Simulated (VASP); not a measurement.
## BaAu3: density of states with PBE

BaAu3:

```
Ba Au
1.0
     4.65667    0.00000    0.00000
     0.00000    4.65667    0.00000
     0.00000    0.00000    4.65667
Ba Au
1 3
Direct
  0.00000 0.00000 0.00000
  0.00000 0.50000 0.50000
  0.50000 0.50000 0.00000
  0.50000 0.00000 0.50000
```

| Property | Result |
| --- | --- |
| Program | VASP 6.6.1 |
| Task | density of states |
| Functional | PBE |
| Potentials or basis | VASP PAW PBE potentials, release 64 (Ba_sv, Au) |
| Cutoff | 520 eV |
| k mesh | 8 × 8 × 8 |
| Occupations | gaussian, width 0.05 eV |
| Spin | no spin polarisation |
| Dipole correction | no |
| k mesh for the DOS | 12 × 12 × 12 |
| Occupations for the DOS | tetrahedron |
| Further INCAR settings | ALGO = Fast; EDIFF = 1e-06 |

* Valence electrons inside the program's atomic spheres: Ba 7.99; Au 9.58

Levels at points of the mesh, in eV from the Fermi level:
```
           k point  band 18  band 19  band 20  band 21  band 22  band 23  band 24  band 25
(0.00, 0.00, 0.00)    -2.02    -2.02    -2.02     1.27     1.27     2.61     2.61     2.61
(0.50, 0.00, 0.00)    -2.87    -2.77    -2.55    -2.02     1.86     1.86     1.96     2.29
(0.50, 0.50, 0.00)    -2.98    -2.98    -2.77    -0.55    -0.55    -0.36     2.84     2.84
(0.50, 0.50, 0.50)    -2.24    -2.24    -0.15    -0.15    -0.15     0.13     2.09     2.09
```

Run time: 2.2 min on 1 thread of Intel(R) Xeon(R) Platinum 8488C (Sapphire Rapids) (shared host), peak memory 0.34 GiB.

Caveat: spin-orbit coupling is left out, which moves the levels of the heavy elements.
